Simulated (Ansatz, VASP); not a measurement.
**Tl: VASP beside Ansatz**

```
Tl
1.0
     0.00000    3.51310    3.51310
     3.51310    0.00000    3.51310
     3.51310    3.51310    0.00000
Tl
2
Direct
  0.12500 0.12500 0.12500
  0.87500 0.87500 0.87500
```

Alike in both runs: task single point; functional RPBE; k mesh 9 × 9 × 9; occupations fermi-dirac, width 0.1 eV; no spin polarisation.

|  | VASP | Ansatz |
| --- | --- | --- |
| version | VASP 6.6.1 | Ansatz 0.2.0 |
| potentials or method | VASP PAW PBE potentials, release 64 (Tl_d), cutoff 520 eV | plane waves (420 eV) with PAW, scalar-relativistic |
| valence electrons in the cell | 26 | 26 |

```tsv
	VASP	Ansatz	Ansatz less VASP
pressure (GPa)	1.8	1.9	+0.04
```

VASP's potentials were made for PBE, not for RPBE. The functional is the same, so the differences come from potentials, cutoffs and numerics.

Neither program's run includes spin-orbit coupling.
